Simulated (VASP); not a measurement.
A run of VASP 6.6.1:

The input POSCAR:

```
C
1.0
    2.6197200000      0.0000000000      0.0000000000
    0.0000000000      2.6197200000      0.0000000000
    0.0000000000      0.0000000000      2.6197200000
C
3
Direct
    0.0000000000      0.5000000000      0.5000000000
    0.5000000000      0.0000000000      0.5000000000
    0.5000000000      0.5000000000      0.0000000000
```

File INCAR.step1:

```
SYSTEM = C
ALGO = Normal
EDIFF = 1E-5
ENCUT = 520
GGA = PE
ISIF = 2
ISMEAR = -1
LASPH = .True.
LCHARG = .False.
LREAL = .False.
LWAVE = .True.
NBANDS = 13
NELM = 100
PREC = Accurate
SIGMA = 0.05
```

The input INCAR.step2:

```
SYSTEM = C
AEXX = 0.25
ALGO = Normal
EDIFF = 1E-7
ENCUT = 520
GGA = PE
HFSCREEN = 0.2
ISIF = 2
ISMEAR = -1
ISTART = 1
LASPH = .True.
LCHARG = .False.
LHFCALC = .True.
LREAL = .False.
LWAVE = .False.
NBANDS = 13
NELM = 100
PREC = Accurate
PRECFOCK = Normal
SIGMA = 0.05
```

File KPOINTS:

```
k-points
0
Gamma
  5 5 5
  0 0 0
```

Potentials or basis: VASP PAW PBE potentials, release 64 (C).

Run with:

```bash
$ cat potpaw_PBE.64/C/POTCAR > POTCAR
$ cp INCAR.step1 INCAR
$ mpirun -np 1 vasp_std > vasp.out
$ cp INCAR.step2 INCAR
$ mpirun -np 1 vasp_std > vasp.out
```

Hardware: 1 thread of Intel(R) Xeon(R) Platinum 8259CL CPU @ 2.50GHz (Skylake/Cascade Lake), with other jobs on the host.

Estimate the wall time of this run.

Run time: 2.3 min on 1 thread of Intel(R) Xeon(R) Platinum 8259CL CPU @ 2.50GHz (Skylake/Cascade Lake), on a shared host, peak memory 0.21 GiB. Counts: k points 10.
